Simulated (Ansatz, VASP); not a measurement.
## InB5: VASP beside Ansatz

```xyz
6
Lattice="0.0000 3.0972 3.0972 3.0972 0.0000 3.0972 3.0972 3.0972 0.0000" Properties=species:S:1:pos:R:3 pbc="T T T"
In    0.0000    0.0000    0.0000
B     1.5486    1.5486    1.5486
B     3.7367    3.7367    3.7367
B     3.7367    2.4578    2.4578
B     2.4578    3.7367    2.4578
B     2.4578    2.4578    3.7367
```

Change from the starting cell: species swapped into the ZrNi5 type (F-43m, No. 216).

Alike in both runs: task relaxation of cell and atoms; functional PBE; k mesh 10 × 10 × 10; occupations gaussian, width 0.1 eV; no spin polarisation.

|  | VASP | Ansatz |
| --- | --- | --- |
| version | VASP 6.6.1 | Ansatz 0.2.0 |
| potentials or method | VASP PAW PBE potentials, release 64 (In_d, B), cutoff 600 eV | scalar-relativistic, plane waves, PAW |
| valence electrons in the cell | 28 | 28 |

Ansatz gave:

```
gap on the k mesh at the Fermi level, each at its own relaxed structure (eV) : none
relaxed volume (Å³/atom)                                                     : 10.02
relaxed length of the cell vector where the two differ most in proportion (Å)              : 4.397
```

Which values does VASP return?

gap on the k mesh at the Fermi level, each at its own relaxed structure (eV): none; relaxed volume (Å³/atom): 10.03; relaxed length of the cell vector where the two differ most in proportion (Å): 4.398.

A gap of «none» marks a metal or a gap that the smearing closes.
